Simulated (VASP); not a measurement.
# TaN (P-6m2) in VASP: notebook, part 2 of 2

VASP 6.6.1. The steps go on from the part before.

### Step 5. Relaxation of cell and atoms, LDA, target pressure 40 GPa, at which the enthalpy is minimised

This run uses another cell than the first one, of 10.43 Å³/atom.

INCAR reads:

```
PREC = Accurate
ENCUT = 600
EDIFF = 1E-7
ISMEAR = -1
SIGMA = 0.15
LREAL = F
LASPH = T
NELM = 80
ALGO = Normal
ISIF = 3
LWAVE = F
LCHARG = F
IBRION = 2
NSW = 80
EDIFFG = -0.001
PSTRESS = 400.0
```

KPOINTS reads:

```
regular mesh
0
Gamma
  18 18 14
```

POSCAR reads:

```
TaN
1.0
    2.9068983747      0.0000000000      0.0000000000
   -1.4534491874      2.5174478387      0.0000000000
    0.0000000000      0.0000000000      2.8508655672
Ta N
1 1
Direct
    0.3333333333      0.6666666667      0.5000000000
    0.0000000000      0.0000000000      0.0000000000
```

Potentials or basis: VASP PAW LDA potentials, release 64 (Ta_pv, N).

Run with:

```bash
$ cat potpaw_LDA.64/Ta_pv/POTCAR potpaw_LDA.64/N/POTCAR > POTCAR
$ mpirun -np 1 vasp_std > vasp.out
```

OUTCAR:

```text
PREC = Accurate
   ENCUT = 600
   EDIFF = 1E-7
   ISMEAR = -1
   LREAL = F
   LASPH = T
   NELM = 80
   ISIF = 3
   IBRION = 2
   NSW = 80
   EDIFFG = -0.001
   PSTRESS = 400.0

 ion  position               nearest neighbor table
   1  0.333  0.667  0.500-   2 2.20   2 2.20   2 2.20   2 2.20   2 2.20   2 2.20
   2  0.000  0.000  0.000-   1 2.20   1 2.20   1 2.20   1 2.20   1 2.20   1 2.20

  LATTYP: Found a hexagonal cell.
 ALAT       =     2.9068983747
 C/A-ratio  =     0.9807241946

  Lattice vectors:

 A1 = (   2.9068983747,   0.0000000000,   0.0000000000)
 A2 = (  -1.4534491874,   2.5174478387,   0.0000000000)
 A3 = (   0.0000000000,   0.0000000000,   2.8508655672)

Analysis of symmetry for initial positions (statically):
=====================================================================
 Subroutine PRICEL returns:
 Original cell was already a primitive cell.

 Routine SETGRP: Setting up the symmetry group for a
 hexagonal supercell.

 Subroutine GETGRP returns: Found 12 space group operations
 (whereof 12 operations were pure point group operations)
 out of a pool of 24 trial point group operations.

The static configuration has the point symmetry D_3h.

Analysis of symmetry for dynamics (positions and initial velocities):
=====================================================================
 Subroutine PRICEL returns:
 Original cell was already a primitive cell.

 Routine SETGRP: Setting up the symmetry group for a
 hexagonal supercell.

 Subroutine GETGRP returns: Found 12 space group operations
 (whereof 12 operations were pure point group operations)
 out of a pool of 24 trial point group operations.

The dynamic configuration has the point symmetry D_3h.

 Subroutine INISYM returns: Found 12 space group operations
 (whereof 12 operations are pure point group operations),
 and found     1 'primitive' translations

----------------------------------------------------------------------------------------

                                     Primitive cell

  volume of cell :      20.8625

  direct lattice vectors                    reciprocal lattice vectors
     2.906898375  0.000000000  0.000000000     0.344009274  0.198613847  0.000000000
    -1.453449187  2.517447839  0.000000000     0.000000000  0.397227694  0.000000000
     0.000000000  0.000000000  2.850865567     0.000000000  0.000000000  0.350770661

  length of vectors
     2.906898375  2.906898375  2.850865567     0.397227694  0.397227694  0.350770661

  position of ions in fractional coordinates (direct lattice)
     0.333333333  0.666666667  0.500000000
     0.000000000  0.000000000  0.000000000

  ion indices of the primitive-cell ions
   primitive index   ion index
                 1           1
                 2           2

----------------------------------------------------------------------------------------

 KPOINTS: regular mesh

Automatic generation of k-mesh.
 Grid dimensions read from file:
 generate k-points for:   18   18   14

 Generating k-lattice:

  Cartesian coordinates                     Fractional coordinates (reciprocal lattice)
     0.019111626  0.011034103  0.000000000     0.055555556  0.000000000  0.000000000
     0.000000000  0.022068205  0.000000000     0.000000000  0.055555556  0.000000000
     0.000000000  0.000000000  0.025055047     0.000000000  0.000000000  0.071428571

[... 50 lines left out ...]
   ISPIN  =      1    spin polarized calculation?
   LNONCOLLINEAR =      F non collinear calculations
   LSORBIT =      F    spin-orbit coupling
   LASPH  =      T    aspherical Exc in radial PAW
   ENCUT  =  600.0 eV  44.10 Ry    6.64 a.u.   5.81  5.81  5.69*2*pi/ulx,y,z
   NELM   =     80;   NELMIN=  2; NELMDL= -5     # of ELM steps
   EDIFF  = 0.1E-06   stopping-criterion for ELM
   LREAL  =      F    real-space projection
   EDIFFG = -.1E-02   stopping-criterion for IOM
   NSW    =     80    number of steps for IOM
   IBRION =      2    ionic relax: 0-MD 1-quasi-New 2-CG
   NFREE  =      1    steps in history (QN), initial steepest desc. (CG)
   ISIF   =      3    stress and relaxation
   ISYM   =      2    0-nonsym 1-usesym 2-fastsym
   POTIM  = 0.5000    time-step for ionic-motion
   TEBEG  =    0.0;   TEEND  =   0.0 temperature during run
   PSTRESS=  400.0 pullay stress
   NELECT =      16.0000    total number of electrons
   NUPDOWN=      -1.0000    fix difference up-down
   EMIN   =  10.00;   EMAX   =-10.00  energy-range for DOS
   EFERMI =   0.00;   METHOD = LEGACY
   ISMEAR =    -1;   SIGMA  =   0.15  broadening in eV -4-tet -1-fermi 0-gaus
   EFERMI_NEDOS =   21; number of points for ismear=-14 and -15
   IALGO  =     38    algorithm
   IMIX   =      4    mixing-type and parameters
     AMIX     =   0.40;   BMIX     =  1.00
     AMIX_MAG =   1.60;   BMIX_MAG =  1.00
  volume/ion in A,a.u.               =      10.43        70.39
  Fermi-wavevector in a.u.,A,eV,Ry     =   1.498508  2.831770 30.552249  2.245527
  Thomas-Fermi vector in A             =   2.610258
   LORBIT       =      0    0 simple, 1 ext, 2 COOP (PROOUT), +10 PAW based schemes
   GGA     = CA    functional components
   LHFCALC =     F    Hartree Fock is set to
   AEXX    =    0.0000 exact exchange contribution
   IVDW    =     0    specifies the selected vdW correction
   LEPSILON=     F    determine dielectric tensor
   LRPA    =     F    only Hartree local field effects (RPA)
 conjugate gradient relaxation of ions
 non-spin polarized calculation
  energy-cutoff  :      600.00
  volume of cell :       20.86
 maximum number of plane-waves:       711
 NGX is ok and might be reduce to    24
   NGX = 11   NGY = 11   NGZ = 11

--------------------------------------- Ionic step        1  -------------------------------------------

 number of electron      16.0000000 magnetization

 Free energy of the ion-electron system (eV)
  ---------------------------------------------------
  ext. energy  EPLUGINS =         0.00000000
  ---------------------------------------------------
  free energy    TOTEN  =       -24.72181574 eV

  energy without entropy =      -24.71100716  energy(sigma->0) =      -24.71641145

------------------------ aborting loop because EDIFF is reached ----------------------------------------

  FORCE on cell =-STRESS in cart. coord.  units (eV):
  Direction    XX          YY          ZZ          XY          YZ          ZX
  --------------------------------------------------------------------------------------
  -------------------------------------------------------------------------------------
  Total        0.2461647      0.2461647      0.2735105     -0.0000000     -0.0000000      0.0000000
  in kB       18.9046818     18.9046818     21.0047491     -0.0000000     -0.0000000      0.0000000
  external PRESSURE =    -380.3952958 kB  Pullay stress =     400.0000000 kB
[... 25 lines left out ...]
--------------------------------------- Ionic step        2  -------------------------------------------

 number of electron      16.0000001 magnetization

 E-fermi :  13.8454     XC(G=0): -15.9397

 val. band max:       13.7618996343   @ k =   0.0556  -0.0000   0.2857
 cond. band min:      13.8509677063   @ k =   0.5000   0.0000   0.3571
 fundamental gap:      0.0890680720
 Fermi energy:        13.8453749432

 k-point     1 :       0.0000    0.0000    0.0000
  band No.  band energies     occupation
      1     -20.4963      2.00000
      2     -19.7662      2.00000
      3     -19.7662      2.00000
      4      -7.4952      2.00000
      5       6.4351      2.00000
      6       6.4351      2.00000
      7       6.4467      2.00000
      8      10.2473      2.00000
      9      18.5742      0.00000
     10      19.0688      0.00000
     11      19.0688      0.00000
     12      19.9712      0.00000
[... 416 lines left out ...]
  energy  without entropy=      -24.5571488021  energy(sigma->0) =      -24.56286821

  enthalpy is  TOTEN    =       -19.7180684898 eV   P V=        4.8505191200

[... ionic steps 4 to 7 ...]

--------------------------------------- Ionic step        8  -------------------------------------------

 number of electron      16.0000000 magnetization

------------------------ aborting loop because EDIFF is reached ----------------------------------------
[... 71 lines left out ...]
--------------------------------------- Ionic step       10  -------------------------------------------

 number of electron      16.0000000 magnetization

 Free energy of the ion-electron system (eV)
  ---------------------------------------------------
  ext. energy  EPLUGINS =         0.00000000
  ---------------------------------------------------
  free energy    TOTEN  =       -24.51944800 eV

  energy without entropy =      -24.50817441  energy(sigma->0) =      -24.51381121

 E-fermi :   9.4578     XC(G=0): -14.2107

 val. band max:        9.3761932630   @ k =   0.0556  -0.0000   0.4286
 cond. band min:       9.4608879096   @ k =   0.0000   0.0000   0.3571
 fundamental gap:      0.0846946466
 Fermi energy:         9.4577767370

 k-point     1 :       0.0000    0.0000    0.0000
  band No.  band energies     occupation
      1     -24.9480      2.00000
      2     -24.5801      2.00000
      3     -24.5801      2.00000
      4      -9.0333      2.00000
      5       4.3532      2.00000
      6       4.3532      2.00000
      7       4.5951      2.00000
      8       6.3627      2.00000
      9      12.6842      0.00000
     10      13.4865      0.00000
     11      13.4865      0.00000
     12      13.9985      0.00000
[... 378 lines left out ...]
  energy  without entropy=      -24.5081744071  energy(sigma->0) =      -24.51381121

  enthalpy is  TOTEN    =       -19.7229041689 eV   P V=        4.7965438347

 reached required accuracy - stopping structural energy minimisation
```

Wall time 1.9 min (1 thread of Intel Xeon 6975P-C (Granite Rapids), shared host); peak memory 0.23 GiB.

What came out:

```yaml
Free_energy: -24.5194 eV
Relaxed_volume: 9.61 Å³/atom
Relaxed_cell: a = 2.822 Å, b = 2.822 Å, c = 2.785 Å, α = 90.00°, β = 90.00°, γ = 120.00°
Space_group_after_relaxing_to_0.1_Å: P-6m2 (No. 187)
Energy_change_on_relaxing_the_run_minimises_the_enthalpy: +101.2 meV/atom
Ionic_steps: 10
Pressure_after_relaxing: 40.0 GPa
Band_gap_on_the_k_mesh: zero (bands 8 and 9 overlap by 0.38 eV)
```

The path:
```csv
step,energy change (eV),largest force (eV/Å),pressure (GPa),volume (Å³)
1,0.0000,0.0000,1.96,20.86
2,4.9986,0.0000,332.47,14.24
3,0.1532,0.0000,34.23,19.43
4,0.1872,0.0000,38.35,19.28
5,0.2016,0.0000,40.00,19.22
6,0.2054,0.0000,40.05,19.20
7,0.2026,0.0000,40.02,19.21
8,0.2026,0.0000,40.02,19.21
9,0.2021,0.0000,39.96,19.21
10,0.2024,0.0000,39.99,19.21
```

Final structure:
```
Ta N
1.0
     2.82248    0.00000    0.00000
    -1.41124    2.44434    0.00000
     0.00000    0.00000    2.78476
Ta N
1 1
Direct
  0.33333 0.66667 0.50000
  0.00000 0.00000 0.00000
```

Levels at points of the mesh, in eV from the Fermi level:
| k point | band 6 | band 7 | band 8 | band 9 | band 10 | band 11 |
| --- | --- | --- | --- | --- | --- | --- |
| (0.00, 0.00, 0.00) | -5.10 | -4.86 | -3.10 | 3.23 | 4.03 | 4.03 |
| (0.50, 0.00, 0.00) | -5.91 | -4.07 | -3.37 | 3.32 | 4.73 | 5.76 |
| (0.00, 0.00, 0.50) | -4.18 | -4.18 | -0.24 | -0.24 | 2.62 | 3.58 |
| (0.50, 0.00, 0.50) | -6.63 | -6.40 | -0.09 | 4.98 | 6.24 | 7.03 |

Caveat: the cell is relaxed towards a set pressure, so the run minimises the enthalpy, not the energy; spin-orbit coupling is left out, which moves the levels of the heavy elements. LDA usually gives volumes a few per cent too small.

### Step 6. Summary

```tsv
task	cell	cutoff (eV)	gap on the mesh (eV)	pressure (GPa)
single point	a = 2.902, b = 2.902, c = 2.847 Å, angles 90.0, 90.0, 120.0°, 2 atoms	520	none	4.1
relaxation of cell and atoms	relaxed to 2 GPa from a = 2.907, b = 2.907, c = 2.851 Å, angles 90.0, 90.0, 120.0°, 2 atoms	600	none	2.0
single point	a = 2.818, b = 2.818, c = 2.780 Å, angles 90.0, 90.0, 120.0°, 2 atoms	520	none	42.9
relaxation of cell and atoms	relaxed to 40 GPa from a = 2.907, b = 2.907, c = 2.851 Å, angles 90.0, 90.0, 120.0°, 2 atoms	600	none	40.0
```

Alike in all rows: level LDA; potentials or basis VASP PAW LDA potentials, release 64 (Ta_pv, N); no spin polarisation; k mesh 18 × 18 × 14; smearing fermi-dirac 0.15 eV.

Caveats: spin-orbit coupling is left out, which moves the levels of the heavy elements; the cell stands under pressure (at least some runs); the cell is relaxed towards a set pressure, so the run minimises the enthalpy, not the energy (at least some runs).

Total energies depend on the potentials used, so only differences within one code and one set of settings carry meaning.
